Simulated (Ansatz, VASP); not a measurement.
## Sr2SO: VASP beside Ansatz

Contents of INCAR:

```
SYSTEM = Sr2SO
  PREC = Accurate
  ENCUT = 520
  EDIFF = 1E-7
  ISMEAR = 0
  SIGMA = 0.1
  LREAL = .False.
  LASPH = .True.
  NELM = 60
  ALGO = Normal
  ISIF = 2
  LWAVE = .False.
  LCHARG = .True.
  GGA = PE
  LELF = .True.
  LVHAR = .True.
  NBANDS = 24
```

File KPOINTS:

```
Automatic mesh
0
Gamma
  4 4 4
  0 0 0
```

POSCAR

```
Sr2SO
1.0
    3.9844328448      0.0000000000      0.0000000000
    0.0000000000      3.9844328448      0.0000000000
    0.0000000000      0.0000000000      5.6348383749
Sr S O
2 1 1
Direct
    0.0000000000      0.0000000000      0.0000000000
    0.5000000000      0.5000000000      0.5000000000
    0.0000000000      0.0000000000      0.5000000000
    0.5000000000      0.5000000000      0.0000000000
```

Input for Ansatz:

```yaml
crystal:
  lattice:
    - [3.9844328448, 0.0, 0.0]
    - [0.0, 3.9844328448, 0.0]
    - [0.0, 0.0, 5.6348383749]
  atoms:
    - { symbol: Sr, position: [0.0, 0.0, 0.0] }
    - { symbol: Sr, position: [0.5, 0.5, 0.5] }
    - { symbol: S, position: [0.0, 0.0, 0.5] }
    - { symbol: O, position: [0.5, 0.5, 0.0] }
basis:
  ecutwfc: 420
kpoints:
  mp_grid: { grid: [4, 4, 4] }
hamiltonian:
  xc: pbe
scf:
  occupations: { method: gaussian, width: 0.1 }
  max_iter: 80
output:
  forces: true
  stress: true
  eigenvalues: true
```

Alike in both runs: task single point; functional PBE; k mesh 4 × 4 × 4; occupations gaussian, width 0.1 eV; no spin polarisation.

|  | VASP | Ansatz |
| --- | --- | --- |
| version | VASP 6.6.1 | Ansatz 0.2.0 |
| potentials or method | VASP PAW PBE potentials, release 64 (Sr_sv, S, O), cutoff 520 eV | scalar-relativistic, plane waves, PAW |
| valence electrons in the cell | 32 | 32 |

|  | VASP | Ansatz | Ansatz less VASP |
| --- | --- | --- | --- |
| gap on the k mesh at the Fermi level (eV) | 2.15 | 2.18 | +0.024 |
| least direct gap on the mesh (eV) | 2.15 | 2.18 | +0.024 |
| pressure (GPa) | 2.9 | 2.6 | -0.27 |
| traceless stress, the component that is largest in VASP (GPa) | 0.06 | 0.05 | -0.001 |

With one functional, cell and mesh, what is left measures potentials, basis and numerics.
